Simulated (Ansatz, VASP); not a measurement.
# One calculation of Pd, two programs

File INCAR:

```
SYSTEM = Pd
PREC = Accurate
ENCUT = 630
EDIFF = 1E-6
ISMEAR = -1
SIGMA = 0.05
LREAL = .FALSE.
LASPH = .TRUE.
NELM = 120
ALGO = Normal
ISIF = 2
LWAVE = .FALSE.
LCHARG = .FALSE.
GGA = B5
ALDAX = 1.0
AGGAX = 1.0
AGGAC = 1.0
ALDAC = 0.0
IVDW = 12
VDW_S6 = 1.0
VDW_S8 = 2.6996
VDW_A1 = 0.4298
VDW_A2 = 4.2359
NBANDS = 15
GGA_COMPAT = .FALSE.
```

KPOINTS

```
Automatic mesh
0
G
  12 12 12
  0 0 0
```

Contents of POSCAR:

```
Pd
1.0
    0.0000000000      1.9201927211      1.9201927211
    1.9201927211      0.0000000000      1.9201927211
    1.9201927211      1.9201927211      0.0000000000
Pd
1
Direct
    0.0000000000      0.0000000000      0.0000000000
```

File input.yaml:

```yaml
crystal:
  lattice:
    - [0.0, 1.9201927211, 1.9201927211]
    - [1.9201927211, 0.0, 1.9201927211]
    - [1.9201927211, 1.9201927211, 0.0]
  atoms:
    - { symbol: Pd, position: [0.0, 0.0, 0.0] }
hamiltonian:
  xc: blyp
  pseudopotentials: { kind: paw }
  dispersion: d3bj
kpoints:
  mp_grid: { grid: [12, 12, 12] }
scf:
  occupations: { method: fermi_dirac, width: 0.05 }
output:
  forces: true
  stress: true
  eigenvalues: true
```

Alike in both runs: task single point; functional BLYP; dispersion D3(BJ); k mesh 12 × 12 × 12; occupations fermi-dirac, width 0.05 eV; no spin polarisation.

```csv
,VASP,Ansatz
version,VASP 6.6.1,Ansatz 0.2.0
potentials or method,"VASP PAW PBE potentials, release 64 (Pd_sv_GW)",Ansatz PAW
plane-wave cutoff (eV),630,420
valence electrons in the cell,18,18
```

Ansatz gave:

```
gap on the k mesh at the Fermi level (eV) : none
pressure (GPa)                            : 9.4
```

Problem. Estimate VASP's values.

Solution. gap on the k mesh at the Fermi level (eV): none; pressure (GPa): 9.7.

VASP's potentials were made for PBE, not for BLYP. A gap of «none» marks a metal or a gap that the smearing closes.
